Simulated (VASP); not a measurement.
Runs of VASP 6.6.1 on Hf. The structure is that of space group R-3m (No. 166), or close to it. The cells are those of the table. 

```csv
cell,gap on the mesh (eV),pressure (GPa)
"a = 2.992 Å, angles 67.3°, 1 atom",none,-0.8
"a = 3.360 Å, angles 52.2°, 1 atom",none,-1.3
"a = 3.068 Å, angles 63.2°, 1 atom",none,-1.7
"a = 3.225 Å, angles 56.6°, 1 atom",none,-1.7
"a = 2.819 Å, angles 82.7°, 1 atom",none,(a)
```

Alike in all rows: task single point; level PBEsol; potentials or basis VASP PAW PBE potentials, release 64 (Hf_pv); no spin polarisation; k mesh 20 × 20 × 20; cutoff (eV) 500; smearing gaussian 0.15 eV.

Task: Fill in the values left out.

Result: (a) 4.2.

Caveats: the PAW data sets were made with another functional, which shifts forces and pressure a little; spin-orbit coupling is left out, which moves the levels of the heavy elements.

A k mesh can miss the band edges, and the runs leave out spin-orbit coupling on Hf.

A gap of «none» marks levels without a gap at the run's occupations.
